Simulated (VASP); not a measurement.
InO2 (fluorite type), 3 atoms in the cell. Symmetry: Fm-3m, No. 225, cubic system. The conventional cell has a = 5.282 Å, b = 5.282 Å, c = 5.282 Å, α = 90.00°, β = 90.00°, γ = 90.00°. Within 3.0 Å of In (site symmetry m-3m) lie 8 O at 2.29 Å. O (site symmetry -43m) has 4 In at 2.29 Å and 6 O at 2.64 Å within 3.0 Å. 

| Property | Result |
| --- | --- |
| Program | VASP 6.6.1 |
| Task | single point |
| Functional | r2SCAN |
| Potentials or basis | VASP PAW PBE potentials, release 64 (In_d, O) |
| Cutoff | 520 eV |
| k mesh | 11 × 11 × 11 |
| Occupations | fermi-dirac, width 0.1 eV |
| Spin | no spin polarisation |
| Dipole correction | no |
| Further INCAR settings | ALGO = Normal; EDIFF = 1e-07; NBANDS = 20 |

Potentials or basis: VASP PAW PBE potentials, release 64 (In_d, O).

Launch:

```console
$ cat potpaw_PBE.64/In_d/POTCAR potpaw_PBE.64/O/POTCAR > POTCAR
$ cp INCAR.step1 INCAR
$ mpirun -np 1 vasp_std > vasp.out
$ cp INCAR.step2 INCAR
$ mpirun -np 1 vasp_std > vasp.out
```

Hardware: 1 thread of Intel Xeon 8259CL, on a shared host.

Q: How long does it take, and how much memory?

A: It took 4.1 min on 1 thread of Intel Xeon 8259CL (shared host), peak memory 0.19 GiB. Counts: k points 56.
